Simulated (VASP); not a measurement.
# F (P6_3/mmc) in VASP: a series of runs, part 2 of 2

VASP 6.6.1. The steps go on from the part before.

## 3. Single point, PBEsol (3.92 Å³/atom)

This run uses another cell than the first one, of 3.92 Å³/atom.

Contents of INCAR:

```
SYSTEM = F
PREC = Accurate ; ENCUT = 520
EDIFF = 1E-6 ; ISMEAR = -1
SIGMA = 0.1 ; LREAL = .FALSE.
LASPH = .TRUE. ; NELM = 60
ALGO = Normal ; ISIF = 2
LWAVE = .FALSE. ; LCHARG = .FALSE.
GGA = PS ; NBANDS = 14
```

Contents of KPOINTS:

```
regular mesh
0
G
  18 18 10
  0 0 0
```

Contents of POSCAR:

```
F
1.0
    1.8425033899      0.0000000000      0.0000000000
   -0.9212516949      1.5956547422      0.0000000000
    0.0000000000      0.0000000000      2.6679758353
F
2
Direct
    0.3333333333      0.6666666667      0.2500000000
    0.6666666667      0.3333333333      0.7500000000
```

Potentials or basis: VASP PAW PBE potentials, release 64 (F).

On the command line:

```bash
cat potpaw_PBE.64/F/POTCAR > POTCAR
mpirun -np 1 vasp_std > vasp.out
```

OUTCAR:

```text
SYSTEM = F
   PREC = Accurate
   ENCUT = 520
   EDIFF = 1E-6
   ISMEAR = -1
   LREAL = .FALSE.
   LASPH = .TRUE.
   NELM = 60
   ISIF = 2
   GGA = PS

 ion  position               nearest neighbor table
   1  0.333  0.667  0.250-   2 1.71   2 1.71   2 1.71   2 1.71   2 1.71   2 1.71
   2  0.667  0.333  0.750-   1 1.71   1 1.71   1 1.71   1 1.71   1 1.71   1 1.71

  LATTYP: Found a hexagonal cell.
 ALAT       =     1.8425033899
 C/A-ratio  =     1.4480167852

  Lattice vectors:

 A1 = (   1.8425033899,   0.0000000000,   0.0000000000)
 A2 = (  -0.9212516949,   1.5956547422,   0.0000000000)
[... 587 lines left out ...]
     10      37.3428      0.00000
     11      45.8879      0.00000
     12      47.1524      0.00000
     13      53.7489      0.00000
     14      55.8059      0.00000

 [... further k-points ...]
[... 5 lines left out ...]
  --------------------------------------------------------------------------------------
  -------------------------------------------------------------------------------------
  Total       25.7754438     25.7754438     25.7465118      0.0000000      0.0000000      0.0000000
  in kB     5264.8695967   5264.8695966   5258.9599755      0.0000002      0.0000000      0.0000000
  external PRESSURE =    5262.8997229 kB  Pullay stress =       0.0000000 kB

 VOLUME and BASIS-vectors are now :
 -----------------------------------------------------------------------------
  energy-cutoff  :      520.00
  volume of cell :        7.84
      direct lattice vectors                 reciprocal lattice vectors
     1.842503390  0.000000000  0.000000000     0.542739843  0.313350994  0.000000000
    -0.921251695  1.595654742  0.000000000     0.000000000  0.626701989  0.000000000
     0.000000000  0.000000000  2.667975835     0.000000000  0.000000000  0.374815988

 POSITION                                       TOTAL-FORCE (eV/Angst)
 -----------------------------------------------------------------------------------
     -0.00000      1.06377      0.66699         0.000000      0.000000      0.000000
      0.92125      0.53188      2.00098        -0.000000      0.000000      0.000000
 -----------------------------------------------------------------------------------
    total drift:                               -0.000000      0.000000      0.000000

  FREE ENERGIE OF THE ION-ELECTRON SYSTEM (eV)
  ---------------------------------------------------
  free  energy   TOTEN  =         5.7864748656 eV

  energy  without entropy=        5.8314819115  energy(sigma->0) =        5.80897839
```

OSZICAR:

```text
N       E                     dE             d eps       ncg     rms          rms(c)
DAV:   1     0.685566416906E+02    0.68557E+02   -0.94823E+03  6596   0.112E+03
DAV:   2     0.627900578244E+01   -0.62278E+02   -0.60399E+02  7860   0.269E+02
DAV:   3     0.546398103752E+01   -0.81502E+00   -0.81361E+00  7068   0.274E+01
DAV:   4     0.546346702111E+01   -0.51402E-03   -0.51401E-03  7680   0.818E-01
DAV:   5     0.546346668805E+01   -0.33305E-06   -0.33431E-06  6980   0.177E-02    0.461E+00
DAV:   6     0.574731872377E+01    0.28385E+00   -0.25170E-01  6828   0.634E+00    0.188E+00
DAV:   7     0.578750789002E+01    0.40189E-01   -0.10697E-01  7284   0.414E+00    0.412E-01
DAV:   8     0.578644377156E+01   -0.10641E-02   -0.16329E-03  6432   0.434E-01    0.569E-02
DAV:   9     0.578648483849E+01    0.41067E-04   -0.63831E-05  7506   0.952E-02    0.340E-02
DAV:  10     0.578647484216E+01   -0.99963E-05   -0.55900E-06  6540   0.302E-02    0.294E-03
DAV:  11     0.578647486559E+01    0.23426E-07   -0.64664E-07  3972   0.103E-02
   1 F= 0.57864749E+01 E0= 0.58089784E+01  d E =-.450070E-01
```

stdout:

```text
POSCAR found type information on POSCAR F
 POSCAR found :  1 types and       2 ions
 scaLAPACK will be used
 -----------------------------------------------------------------------------
|                                                                             |
|                                                                             |
|     You enforced a specific xc type in the INCAR file but a different       |
|     I HOPE YOU KNOW WHAT YOU ARE DOING!                                     |
|                                                                             |
 -----------------------------------------------------------------------------

 LDA part: xc-table for (Slater+PW92), standard interpolation
 POSCAR, INCAR and KPOINTS ok, starting setup
 FFT: planning ... GRIDC
 FFT: planning ... GRID_SOFT
 FFT: planning ... GRID
 WAVECAR not read
 entering main loop
```

Wall time 30 s (1 thread of Intel Xeon 8259CL, shared host); peak memory 0.12 GiB.

Results:

```yaml
Free_energy: 5.7865 eV
Pressure: 526.3 GPa
Band_gap_on_the_k_mesh: zero (bands 7 and 8 overlap by 5.10 eV)
```

Stress tensor (GPa, compression positive):
```
526.49   0.00   0.00
  0.00 526.49   0.00
  0.00   0.00 525.90
```

Caveat: the cell stands under pressure; the PAW data sets were made with another functional, which shifts forces and pressure a little.

## 4. Single point, PBEsol (3.92 Å³/atom)

This run uses another cell than the first one, of 3.92 Å³/atom.

Contents of INCAR:

```
PREC = Accurate ; ENCUT = 520
EDIFF = 1E-6 ; ISMEAR = -1
SIGMA = 0.1 ; LREAL = F
LASPH = T ; NELM = 100
ALGO = Normal ; ISIF = 2
LWAVE = F ; LCHARG = F
GGA = PS ; NBANDS = 14
```

Contents of KPOINTS:

```
regular mesh
0
Gamma
  18 18 10
```

POSCAR is that of step 3.

Potentials or basis: VASP PAW PBE potentials, release 64 (F).

On the command line:

```bash
cat potpaw_PBE.64/F/POTCAR > POTCAR
mpirun -np 1 vasp_std > vasp.out
```

OUTCAR:

```text
PREC = Accurate
   ENCUT = 520
   EDIFF = 1E-6
   ISMEAR = -1
   LREAL = F
   LASPH = T
   NELM = 100
   ISIF = 2
   GGA = PS

 ion  position               nearest neighbor table
   1  0.333  0.667  0.250-   2 1.71   2 1.71   2 1.71   2 1.71   2 1.71   2 1.71
   2  0.667  0.333  0.750-   1 1.71   1 1.71   1 1.71   1 1.71   1 1.71   1 1.71

  LATTYP: Found a hexagonal cell.
 ALAT       =     1.8425033899
 C/A-ratio  =     1.4480167852

  Lattice vectors:

 A1 = (   1.8425033899,   0.0000000000,   0.0000000000)
[... 586 lines left out ...]
      8      11.0658      1.87570
      9      35.5349      0.00000
     10      37.3428      0.00000
     11      45.8879      0.00000
     12      47.1524      0.00000
     13      53.7489      0.00000
     14      55.8059      0.00000

 [... further k-points ...]
[... 5 lines left out ...]
  --------------------------------------------------------------------------------------
  -------------------------------------------------------------------------------------
  Total       25.7754438     25.7754438     25.7465118      0.0000000      0.0000000      0.0000000
  in kB     5264.8695967   5264.8695966   5258.9599755      0.0000002      0.0000000      0.0000000
  external PRESSURE =    5262.8997229 kB  Pullay stress =       0.0000000 kB

 VOLUME and BASIS-vectors are now :
 -----------------------------------------------------------------------------
  energy-cutoff  :      520.00
  volume of cell :        7.84
      direct lattice vectors                 reciprocal lattice vectors
     1.842503390  0.000000000  0.000000000     0.542739843  0.313350994  0.000000000
    -0.921251695  1.595654742  0.000000000     0.000000000  0.626701989  0.000000000
     0.000000000  0.000000000  2.667975835     0.000000000  0.000000000  0.374815988

 POSITION                                       TOTAL-FORCE (eV/Angst)
 -----------------------------------------------------------------------------------
     -0.00000      1.06377      0.66699         0.000000      0.000000      0.000000
      0.92125      0.53188      2.00098        -0.000000      0.000000      0.000000
 -----------------------------------------------------------------------------------
    total drift:                               -0.000000      0.000000      0.000000

  FREE ENERGIE OF THE ION-ELECTRON SYSTEM (eV)
  ---------------------------------------------------
  free  energy   TOTEN  =         5.7864748656 eV

  energy  without entropy=        5.8314819115  energy(sigma->0) =        5.80897839
```

Run time: 19 s. Hardware: 1 thread of Intel Xeon 8259CL, shared host; peak memory 0.12 GiB.

What came out:

```yaml
Free_energy: 5.7865 eV
Pressure: 526.3 GPa
Band_gap_on_the_k_mesh: zero (bands 7 and 8 overlap by 5.10 eV)
```

Caveat: the cell stands under pressure; the PAW data sets were made with another functional, which shifts forces and pressure a little.

## 5. Single point, PBEsol (4.90 Å³/atom)

This run uses another cell than the first one, of 4.90 Å³/atom.

Contents of INCAR:

```
PREC = Accurate
ENCUT = 520
EDIFF = 1E-6
ISMEAR = -1
SIGMA = 0.1
LREAL = False
LASPH = True
NELM = 100
ALGO = Normal
ISIF = 2
LWAVE = False
LCHARG = False
GGA = PS
NBANDS = 14
```

Contents of KPOINTS:

```
Automatic mesh
0
Gamma
  18 18 10
```

Contents of POSCAR:

```
F
1.0
    2.0223470252      0.0000000000      0.0000000000
   -1.0111735126      1.7514038991      0.0000000000
    0.0000000000      0.0000000000      2.7681978994
F
2
Direct
    0.3333333333      0.6666666667      0.2500000000
    0.6666666667      0.3333333333      0.7500000000
```

On the command line:

```bash
cat potpaw_PBE.64/F/POTCAR > POTCAR
mpirun -np 1 vasp_std > vasp.out
```

Run time: 23 s. Hardware: 1 thread of Intel Xeon 8259CL, shared host; peak memory 0.13 GiB.

It converged, with:

```yaml
Free_energy: 1.3747 eV
Pressure: 234.2 GPa
Band_gap_on_the_k_mesh: zero (bands 7 and 8 overlap by 3.46 eV)
```

Stress tensor (GPa, compression positive):
```
233.82   0.00   0.00
  0.00 233.82   0.00
  0.00   0.00 234.93
```

Levels at points of the mesh, in eV from the Fermi level:
| k point | band 3 | band 4 | band 5 | band 6 | band 7 | band 8 | band 9 | band 10 | band 11 | band 12 |
| --- | --- | --- | --- | --- | --- | --- | --- | --- | --- | --- |
| (0.00, 0.00, 0.00) | -11.05 | -1.64 | -1.64 | 0.63 | 0.63 | 2.25 | 23.02 | 23.29 | 35.31 | 38.03 |
| (0.50, 0.00, 0.00) | -9.04 | -6.02 | -5.27 | -4.29 | -2.21 | 0.43 | 21.17 | 26.13 | 29.92 | 31.16 |
| (0.00, 0.00, 0.50) | -3.16 | -3.16 | -0.51 | -0.51 | -0.51 | -0.51 | 25.39 | 25.39 | 37.14 | 37.14 |
| (0.50, 0.00, 0.50) | -10.89 | -10.89 | -2.16 | -2.16 | -0.34 | -0.34 | 23.67 | 23.67 | 33.16 | 33.16 |

Caveat: the cell stands under pressure; the PAW data sets were made with another functional, which shifts forces and pressure a little.

## 6. The runs side by side

```tsv
cell	gap on the mesh (eV)	pressure (GPa)
a = 2.808, b = 2.808, c = 2.871 Å, angles 90.0, 90.0, 120.0°, 2 atoms	none	-0.9
a = 1.843, b = 1.843, c = 2.668 Å, angles 90.0, 90.0, 120.0°, 2 atoms	none	526.3
a = 2.022, b = 2.022, c = 2.768 Å, angles 90.0, 90.0, 120.0°, 2 atoms	none	234.2
```

Alike in all rows: task single point; level PBEsol; potentials or basis VASP PAW PBE potentials, release 64 (F); no spin polarisation; k mesh 18 × 18 × 10; cutoff (eV) 520; smearing fermi-dirac 0.1 eV.

Caveats: the PAW data sets were made with another functional, which shifts forces and pressure a little; the cell stands under pressure (at least some runs).

Absolute energies hang on the potentials; compare differences alone.
